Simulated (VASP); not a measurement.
TiTe2: relaxation of cell and atoms with r2SCAN

TiTe2:

```
Ti Te
1.0
     0.00000    3.44045    3.44045
     3.44045    0.00000    3.44045
     3.44045    3.44045    0.00000
Ti Te
1 2
Direct
  0.00000 0.00000 0.00000
  0.25000 0.25000 0.25000
  0.75000 0.75000 0.75000
```

- Program: VASP 6.6.1
- Task: relaxation of cell and atoms
- Functional: r2SCAN
- Potentials or basis: VASP PAW PBE potentials, release 64 (Ti_sv, Te)
- Cutoff: 600 eV
- k mesh: 10 × 10 × 10
- Occupations: gaussian, width 0.1 eV
- Spin: no spin polarisation
- Dipole correction: no
- Further INCAR settings: ALGO = Normal; EDIFF = 1e-07; IBRION = 2; EDIFFG = -0.01; NSW = 80; ISIF = 3

```yaml
Relaxed_volume: 27.22 Å³/atom
Relaxed_cell: a = 4.870 Å, b = 4.870 Å, c = 4.870 Å, α = 60.00°, β = 60.00°, γ = 60.00°
Space_group_after_relaxing_to_0.1_Å: Fm-3m (No. 225)
Energy_gained_by_relaxing: 0.0 meV/atom
Ionic_steps: 2
Pressure_after_relaxing: -0.1 GPa
Band_gap_on_the_k_mesh: zero (bands 12 and 13 overlap by 0.29 eV)
```

Final structure:
```
Ti Te
1.0
     0.00000    3.44343    3.44343
     3.44343    0.00000    3.44343
     3.44343    3.44343    0.00000
Ti Te
1 2
Cartesian
  6.8869 3.4434 3.4434
  1.7217 1.7217 1.7217
  5.1651 5.1651 5.1651
```

Levels at points of the mesh, in eV from the Fermi level:
| k point | band 9 | band 10 | band 11 | band 12 | band 13 | band 14 | band 15 | band 16 |
| --- | --- | --- | --- | --- | --- | --- | --- | --- |
| (0.00, 0.00, 0.00) | -4.65 | -0.46 | -0.46 | -0.46 | -0.08 | -0.08 | 2.02 | 2.02 |
| (0.50, 0.00, 0.00) | -3.45 | -2.98 | -2.98 | -2.65 | 0.04 | 0.04 | 0.80 | 2.10 |
| (0.50, 0.50, 0.00) | -4.98 | -1.40 | -1.40 | -0.39 | 0.34 | 0.80 | 1.67 | 2.64 |

It took 7.1 min on 1 thread of Intel(R) Xeon(R) Platinum 8375C CPU @ 2.90GHz (Ice Lake), on a shared host, peak memory 0.31 GiB.

Caveat: the PAW data sets were made with another functional, which shifts forces and pressure a little; spin-orbit coupling is left out, which moves the levels of the heavy elements.
